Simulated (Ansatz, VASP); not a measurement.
MnS in VASP and in Ansatz

```
Mn S
1.0
     6.19808    0.00000    0.00000
     0.00000    6.19808    0.00000
     0.00000    0.00000    3.09904
Mn S
4 4
Direct
  0.25000 0.25000 0.50000
  0.25000 0.75000 0.50000
  0.75000 0.25000 0.50000
  0.75000 0.75000 0.50000
  0.00000 0.00000 0.00000
  0.00000 0.50000 0.00000
  0.50000 0.00000 0.00000
  0.50000 0.50000 0.00000
```

Alike in both runs: task single point; functional LDA; k mesh 3 × 3 × 6; collinear spin.

```csv
,VASP,Ansatz
version,VASP 6.6.1,Ansatz 0.2.0
potentials or method,"VASP PAW LDA potentials, release 64 (Mn_pv, S), cutoff 500 eV","plane waves, PAW"
occupations,"methfessel-paxton of order 1, width 0.1 eV",methfessel-paxton of order 1
valence electrons in the cell,76,84
```

VASP gave:

* net moment per atom (μB): 1.63
* size of the moment on the site where the two differ most (μB): 0.09

**Question.** What did Ansatz give for the same quantities?

**Answer.** net moment per atom (μB): 1.63; size of the moment on the site where the two differ most (μB): 0.11.

LDA's correlation is that of Perdew and Zunger in VASP and of Perdew and Wang (1992) in Ansatz. Site moments also hang on the region over which each program counts them. VASP's potentials hold 76 valence electrons a cell and Ansatz's 84, so a difference there can come from the potentials and not from the codes. Ansatz's warnings: stability check not made.
